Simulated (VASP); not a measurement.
Set up this calculation in VASP 6.6.1, as the native input.

```yaml
Task: single point
Functional: revPBE
Dispersion: D4
Potentials_or_basis: VASP PAW PBE potentials, release 64 (Sn_d, Se)
Cutoff: 520 eV
k_mesh: 8 × 8 × 8
Occupations: fermi-dirac, width 0.05 eV
Spin: no spin polarisation
Dipole_correction: no
Further_INCAR_settings: ALGO = Normal; EDIFF = 1e-07; NBANDS = 17
```

The structure of SnSe lies in POSCAR:

```
SnSe
1.0
    0.0000000000      2.9775035599      2.9775035599
    2.9775035599      0.0000000000      2.9775035599
    2.9775035599      2.9775035599      0.0000000000
Sn Se
1 1
Direct
    0.0000000000      0.0000000000      0.0000000000
    0.5000000000      0.5000000000      0.5000000000
```

These files were run (other wordings do the same):

INCAR

```
PREC = Accurate
ENCUT = 520
EDIFF = 1E-7
ISMEAR = -1
SIGMA = 0.05
LREAL = F
LASPH = T
NELM = 100
ALGO = Normal
ISIF = 2
LWAVE = F
LCHARG = F
GGA = RE
IVDW = 13
NBANDS = 17
```

KPOINTS

```
Automatic mesh
0
Gamma
  8 8 8
```

Potentials or basis: VASP PAW PBE potentials, release 64 (Sn_d, Se).

Launch:

```console
$ cat potpaw_PBE.64/Sn_d/POTCAR potpaw_PBE.64/Se/POTCAR > POTCAR
$ mpirun -np 1 vasp_std > vasp.out
```

It gave:

| Property | Result |
| --- | --- |
| Pressure | 0.0 GPa |
| Band gap on the k mesh | 0.70 eV, direct |
| Dispersion energy per atom | -0.652 eV |

Caveat: the PAW data sets were made with another functional, which shifts forces and pressure a little; spin-orbit coupling is left out, which moves the levels of the heavy elements.

It took 25 s on 1 thread of Intel Xeon 6975P-C (shared host), peak memory 0.19 GiB.
